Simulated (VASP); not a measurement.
# BN (F-43m) in VASP: notebook

BN is run at these levels: PBE; tasks: G0W0 quasiparticle levels.

All numbers are computed with VASP 6.6.1; they aren't measurements. Logs are shortened: lines on timing, memory, paths and dates and some standing lists are left out, and cuts for length are marked.

## (1) The cell of the first run

Symmetry: F-43m, No. 216, cubic system. Conventional cell: a = 3.616 Å, b = 3.616 Å, c = 3.616 Å, α = 90.00°, β = 90.00°, γ = 90.00°. Within 2.1 Å of B (site symmetry -43m) lie 4 N at 1.57 Å. Within 2.1 Å of N (site symmetry -43m) lie 4 B at 1.57 Å.

## (2) G0W0 quasiparticle levels, PBE

File POSCAR:

```
BN
1.0
    0.0000000000      1.8080000000      1.8080000000
    1.8080000000      0.0000000000      1.8080000000
    1.8080000000      1.8080000000      0.0000000000
B N
1 1
Direct
    0.0000000000      0.0000000000      0.0000000000
    0.2500000000      0.2500000000      0.2500000000
```

File INCAR.step1:

```
SYSTEM = BN
ALGO     = Normal         ! electronic algorithm
EDIFF    = 1E-8           ! SCF threshold, eV
ENCUT    = 500            ! plane-wave cutoff, eV
GGA      = PE             ! functional
ISMEAR   = 0              ! smearing method
LASPH    = .True.         ! aspherical terms in the spheres
LCHARG   = .False.        ! write CHGCAR
LREAL    = .False.        ! projectors in reciprocal space
LWAVE    = .True.         ! write WAVECAR
NELM     = 60             ! most SCF steps
PREC     = Accurate       ! precision mode
SIGMA    = 0.01           ! smearing width, eV
```

File INCAR.step2:

```
SYSTEM = BN
ALGO     = Exact          ! electronic algorithm
EDIFF    = 1E-8           ! SCF threshold, eV
ENCUT    = 500            ! plane-wave cutoff, eV
GGA      = PE             ! functional
ISMEAR   = 0              ! smearing method
ISTART   = 1            
LASPH    = .True.         ! aspherical terms in the spheres
LCHARG   = .False.        ! write CHGCAR
LOPTICS  = .True.         ! frequency-dependent dielectric function
LREAL    = .False.        ! projectors in reciprocal space
LWAVE    = .True.         ! write WAVECAR
NBANDS   = 210            ! bands
NELM     = 1              ! most SCF steps
PREC     = Accurate       ! precision mode
SIGMA    = 0.01           ! smearing width, eV
```

File INCAR.step3:

```
SYSTEM = BN
ALGO     = EVGW0          ! electronic algorithm
EDIFF    = 1E-8           ! SCF threshold, eV
ENCUT    = 500            ! plane-wave cutoff, eV
ENCUTGW  = 200            ! cutoff of the response function
GGA      = PE             ! functional
ISMEAR   = 0              ! smearing method
ISTART   = 1            
LASPH    = .True.         ! aspherical terms in the spheres
LCHARG   = .False.        ! write CHGCAR
LREAL    = .False.        ! projectors in reciprocal space
LWAVE    = .False.        ! write WAVECAR
NBANDS   = 210            ! bands
NBANDSGW = 12           
NELMGW   = 1            
NOMEGA   = 48             ! frequency points
PREC     = Accurate       ! precision mode
PRECFOCK = Fast         
SIGMA    = 0.01           ! smearing width, eV
```

File KPOINTS:

```
k-points
0
Gamma
  2 2 2
  0 0 0
```

Potentials or basis: VASP PAW PBE potentials, release 64 (B_GW, N_GW).

Command:

```console
$ cat potpaw_PBE.64/B_GW/POTCAR potpaw_PBE.64/N_GW/POTCAR > POTCAR
$ cp INCAR.step1 INCAR
$ mpirun -np 1 vasp_std > vasp.out
$ cp INCAR.step2 INCAR
$ mpirun -np 1 vasp_std > vasp.out
$ cp INCAR.step3 INCAR
$ mpirun -np 1 vasp_std > vasp.out
```

OUTCAR:

```text
SYSTEM = BN
   EDIFF = 1E-8
   ENCUT = 500
   ENCUTGW = 200
   GGA = PE
   ISMEAR = 0
   ISTART = 1
   LASPH = .True.
   LREAL = .False.
   NELMGW = 1
   PREC = Accurate
   PRECFOCK = Fast

 ion  position               nearest neighbor table
   1  0.000  0.000  0.000-   2 1.57   2 1.57   2 1.57   2 1.57
   2  0.250  0.250  0.250-   1 1.57   1 1.57   1 1.57   1 1.57

  LATTYP: Found a face centered cubic cell.
 ALAT       =     3.6160000000

  Lattice vectors:

 A1 = (   0.0000000000,   1.8080000000,   1.8080000000)
 A2 = (   1.8080000000,   0.0000000000,   1.8080000000)
 A3 = (   1.8080000000,   1.8080000000,   0.0000000000)

Analysis of symmetry for initial positions (statically):
=====================================================================
 Subroutine PRICEL returns:
 Original cell was already a primitive cell.

 Routine SETGRP: Setting up the symmetry group for a
 face centered cubic supercell.

 Subroutine GETGRP returns: Found 24 space group operations
 (whereof 24 operations were pure point group operations)
 out of a pool of 48 trial point group operations.

The static configuration has the point symmetry T_d .

Analysis of symmetry for dynamics (positions and initial velocities):
=====================================================================
 Subroutine PRICEL returns:
 Original cell was already a primitive cell.

 Routine SETGRP: Setting up the symmetry group for a
 face centered cubic supercell.

 Subroutine GETGRP returns: Found 24 space group operations
 (whereof 24 operations were pure point group operations)
 out of a pool of 48 trial point group operations.

The dynamic configuration has the point symmetry T_d .

 Subroutine INISYM returns: Found 24 space group operations
 (whereof 24 operations are pure point group operations),
 and found     1 'primitive' translations

----------------------------------------------------------------------------------------

                                     Primitive cell

  volume of cell :      11.8202

  direct lattice vectors                    reciprocal lattice vectors
     0.000000000  1.808000000  1.808000000    -0.276548673  0.276548673  0.276548673
     1.808000000  0.000000000  1.808000000     0.276548673 -0.276548673  0.276548673
     1.808000000  1.808000000  0.000000000     0.276548673  0.276548673 -0.276548673

  length of vectors
     2.556898121  2.556898121  2.556898121     0.478996352  0.478996352  0.478996352

  position of ions in fractional coordinates (direct lattice)
     0.000000000  0.000000000  0.000000000
     0.250000000  0.250000000  0.250000000

  ion indices of the primitive-cell ions
   primitive index   ion index
                 1           1
                 2           2

----------------------------------------------------------------------------------------

 KPOINTS: k-points

Automatic generation of k-mesh.
 Grid dimensions read from file:
 generate k-points for:    2    2    2

 Generating k-lattice:

  Cartesian coordinates                     Fractional coordinates (reciprocal lattice)
    -0.138274336  0.138274336  0.138274336     0.500000000  0.000000000  0.000000000
     0.138274336 -0.138274336  0.138274336     0.000000000  0.500000000  0.000000000
     0.138274336  0.138274336 -0.138274336     0.000000000  0.000000000  0.500000000

  Length of vectors
     0.239498176  0.239498176  0.239498176

  Shift w.r.t. Gamma in fractional coordinates (k-lattice)
     0.000000000  0.000000000  0.000000000

 Subroutine IBZKPT returns following result:
 ===========================================

 Found      3 irreducible k-points:

 Following reciprocal coordinates:
            Coordinates               Weight
  0.000000  0.000000  0.000000      1.000000
  0.500000  0.000000  0.000000      4.000000
  0.500000  0.500000  0.000000      3.000000
   k-points           NKPTS =      3   k-points in BZ     NKDIM =      8   number of bands    NBANDS=    210
   number of dos      NEDOS =    301   number of ions     NIONS =      2
   total plane-waves  NPLWV =   8000
   dimension x,y,z NGX =    20 NGY =   20 NGZ =   20
   dimension x,y,z NGXF=    40 NGYF=   40 NGZF=   40
   ions per type =               1   1
   NGX,Y,Z   is equivalent  to a cutoff of  13.00, 13.00, 13.00 a.u.
   NGXF,Y,Z  is equivalent  to a cutoff of  26.01, 26.01, 26.01 a.u.
 SYSTEM =  BN
   PREC   = accura    normal or accurate (medium, high low for compatibility)
   ISTART =      1    job   : 0-new  1-cont  2-samecut
   ICHARG =      0    charge: 1-file 2-atom 10-const
   ISPIN  =      1    spin polarized calculation?
   LNONCOLLINEAR =      F non collinear calculations
   LSORBIT =      F    spin-orbit coupling
   LASPH  =      T    aspherical Exc in radial PAW
   ENCUT  =  500.0 eV  36.75 Ry    6.06 a.u.   4.66  4.66  4.66*2*pi/ulx,y,z
   NELM   =     60;   NELMIN=  2; NELMDL=  0     # of ELM steps
   EDIFF  = 0.1E-07   stopping-criterion for ELM
   LREAL  =      F    real-space projection
   EDIFFG = 0.1E-06   stopping-criterion for IOM
   NSW    =      0    number of steps for IOM
   IBRION =     -1    ionic relax: 0-MD 1-quasi-New 2-CG
   NFREE  =      0    steps in history (QN), initial steepest desc. (CG)
   ISIF   =      0    stress and relaxation
   ISYM   =      3    0-nonsym 1-usesym 2-fastsym
   POTIM  = 0.5000    time-step for ionic-motion
   TEBEG  =    0.0;   TEEND  =   0.0 temperature during run
   PSTRESS=    0.0 pullay stress
   NELECT =       8.0000    total number of electrons
   NUPDOWN=      -1.0000    fix difference up-down
   EMIN   =  10.00;   EMAX   =-10.00  energy-range for DOS
   EFERMI =   0.00;   METHOD = LEGACY
   ISMEAR =     0;   SIGMA  =   0.01  broadening in eV -4-tet -1-fermi 0-gaus
   EFERMI_NEDOS =   21; number of points for ismear=-14 and -15
   IALGO  =     38    algorithm
   IMIX   =      4    mixing-type and parameters
     AMIX     =   0.40;   BMIX     =  1.00
     AMIX_MAG =   1.60;   BMIX_MAG =  1.00
  volume/ion in A,a.u.               =       5.91        39.88
  Fermi-wavevector in a.u.,A,eV,Ry     =   1.437352  2.716201 28.109366  2.065980
  Thomas-Fermi vector in A             =   2.556439
   LORBIT       =      0    0 simple, 1 ext, 2 COOP (PROOUT), +10 PAW based schemes
   GGA     = PE    functional components
   LHFCALC =     T    Hartree Fock is set to
   PRECFOCK=fast      Normal, Fast or Accurate (Low or Medium for compatibility)
   ENCUT4O =  -1.0   cutoff for four orbital integrals eV
   NKREDX  =     1    reduce k-point grid by
   NKREDY  =     1    reduce k-point grid by
   NKREDZ  =     1    reduce k-point grid by
   AEXX    =    1.0000 exact exchange contribution
   HFSCREEN=    0.0000 screening length (either q_TF or 0.3 A-1)
   HFSCREENC=   0.0000 screening length for correlation (either q_TF or 0.3 A-1)
   ENCUTFOCK=  -1.0 apply spherical cutoff to Coloumb kernel
   IVDW    =     0    specifies the selected vdW correction
   LEPSILON=     F    determine dielectric tensor
   LRPA    =     F    only Hartree local field effects (RPA)
   LRPAFORCE           =     F    calculate RPA forces
   ENCUTGW             = 200.0    cutoff for response function in eV
   ENCUTGWSOFT         = 160.0    soft cutoff for Coulomb kernel in GW response function in eV
   ENCUTLF             =  -1.0    cutoff for local field effects
   NELMGW              =     1    number of iterations in solving QP/BSE equation
   NELMHF              =     1    number of iterations in the inner HF iteration
   NKREDLFX            =     1    NKREDLFY  =   1   NKREDLFZ  =   1
 non-spin polarized calculation
 Gauss-broadening in eV      SIGMA  =   0.01
  energy-cutoff  :      500.00
  volume of cell :       11.82
 maximum number of plane-waves:       307
 NGX is ok and might be reduce to    20
  NGX = 12; NGY = 12; NGZ = 12
   NGX =  9   NGY =  9   NGZ =  9
 maximum number of plane-waves:        80

 QP shifts <psi_nk| G(iteration)W_0 |psi_nk>: iteration 1
 for sc-GW calculations column KS-energies equals QP-energies in previous step
 and V_xc(KS)=  KS-energies - (<T + V_ion + V_H > + <T+V_H+V_ion>^1  + <V_x>^1)

 k-point   1 :       0.0000    0.0000    0.0000
  band No.  KS-energies  QP-energies   sigma(KS)   V_xc(KS)     V^pw_x(r,r')   Z            occupation Imag(sigma)

      1     -12.4530     -14.8411     -18.3761     -15.3751     -26.1937       0.7958       2.0000       1.5220
      2       7.9939       7.0085     -19.4982     -18.2901     -23.3960       0.8156       2.0000       0.1565
      3       7.9939       7.0085     -19.4982     -18.2901     -23.3960       0.8156       2.0000       0.1565
      4       7.9939       7.0085     -19.4982     -18.2901     -23.3960       0.8156       2.0000       0.1565
      5      16.3872      17.2353     -12.6906     -13.7326      -6.1942       0.8138       0.0000      -0.1674
      6      16.3872      17.2353     -12.6906     -13.7326      -6.1942       0.8138       0.0000      -0.1674
      7      16.3872      17.2353     -12.6906     -13.7326      -6.1942       0.8138       0.0000      -0.1674
      8      18.2171      18.7808     -14.6282     -15.3279      -7.5638       0.8056       0.0000      -0.2127
      9      32.2760      32.2593     -11.2484     -11.2279      -3.0715       0.8164       0.0000      -0.8084
     10      35.3228      35.9817     -12.4368     -13.2367      -5.2186       0.8238       0.0000      -0.3924
     11      35.3228      35.9817     -12.4368     -13.2367      -5.2186       0.8238       0.0000      -0.3924
     12      35.9073      36.1149     -10.5812     -10.8174      -2.8153       0.8786       0.0000      -1.0750

 k-point   2 :       0.5000    0.0000    0.0000
  band No.  KS-energies  QP-energies   sigma(KS)   V_xc(KS)     V^pw_x(r,r')   Z            occupation Imag(sigma)

      1      -8.1437     -10.5657     -19.4599     -16.8084     -26.5385       0.9134       2.0000       1.3998
      2      -2.9877      -4.6335     -16.4137     -14.3533     -21.3737       0.7988       2.0000       0.3220
      3       5.9685       4.8479     -18.7688     -17.3899     -22.7666       0.8126       2.0000       0.1628
      4       5.9685       4.8479     -18.7688     -17.3899     -22.7666       0.8126       2.0000       0.1628
      5      17.8542      18.3830     -13.9354     -14.5922      -7.1930       0.8052       0.0000      -0.1789
      6      18.3238      19.1329     -12.8486     -13.8417      -6.2383       0.8148       0.0000      -0.1670
      7      18.3238      19.1329     -12.8486     -13.8417      -6.2383       0.8148       0.0000      -0.1670
      8      23.1375      23.8419     -13.9026     -14.7747      -6.5280       0.8078       0.0000      -0.3544
      9      31.1244      31.4858     -11.9097     -12.3538      -3.9375       0.8138       0.0000      -0.6633
     10      34.4053      35.2944     -12.2844     -13.3971      -3.8896       0.7991       0.0000      -0.8265
     11      34.5515      35.3220     -12.2741     -13.2229      -4.3766       0.8121       0.0000      -0.8037
     12      34.5515      35.3220     -12.2741     -13.2229      -4.3766       0.8121       0.0000      -0.8037

 k-point   3 :       0.5000    0.5000    0.0000
  band No.  KS-energies  QP-energies   sigma(KS)   V_xc(KS)     V^pw_x(r,r')   Z            occupation Imag(sigma)

      1      -6.7450      -8.6429     -19.5730     -17.2198     -26.5226       0.8065       2.0000       1.1489
      2      -1.1738      -2.8277     -17.2362     -15.1696     -22.1199       0.8003       2.0000       0.2630
      3       2.9158       1.6259     -17.8346     -16.2416     -22.1241       0.8098       2.0000       0.1897
      4       2.9158       1.6259     -17.8346     -16.2416     -22.1241       0.8098       2.0000       0.1897
      5      12.0869      12.2460     -12.1428     -12.3340      -6.1533       0.8322       0.0000      -0.1511
      6      16.7970      17.0790     -12.1902     -12.5332      -5.8846       0.8223       0.0000      -0.1519
      7      25.7554      27.1017     -14.7607     -16.4340      -6.6658       0.8045       0.0000      -0.5108
      8      25.7554      27.1017     -14.7607     -16.4340      -6.6658       0.8045       0.0000      -0.5108
      9      28.7756      29.8544     -15.0641     -16.4102      -7.0269       0.8015       0.0000      -0.5472
     10      34.8413      35.7512     -12.2988     -13.4560      -3.6553       0.7863       0.0000      -0.8657
     11      41.2329      41.9474     -11.8040     -12.6639      -4.1541       0.8308       0.0000      -0.6824
     12      41.2329      41.9474     -11.8040     -12.6639      -4.1541       0.8308       0.0000      -0.6824
```

Wall time 3.7 s (1 thread of Intel Xeon 6975P-C (Granite Rapids), shared host); peak memory 0.12 GiB.

What came out:

```yaml
Band_gap_on_the_k_mesh_mean-field_level: 4.09 eV, indirect (least direct gap 8.39 eV)
Quasiparticle_gap: 5.24 eV
Least_direct_quasiparticle_gap: 10.23 eV
```

Levels at points of the mesh, in eV from the valence-band top:
```csv
k point,band 1,band 2,band 3,band 4,band 5,band 6,band 7,band 8
"(0.00, 0.00, 0.00)",-20.45,0.00,0.00,0.00,8.39,8.39,8.39,10.22
"(0.50, 0.00, 0.00)",-16.14,-10.98,-2.03,-2.03,9.86,10.33,10.33,15.14
"(0.50, 0.50, 0.00)",-14.74,-9.17,-5.08,-5.08,4.09,8.80,17.76,17.76
```

Caveat: the k points lie up to 1.50 Å⁻¹ apart; bands, screening cutoff and mesh are small and nothing is extrapolated, so the quasiparticle values aren't converged.

(Continued in part 2 of 2.)
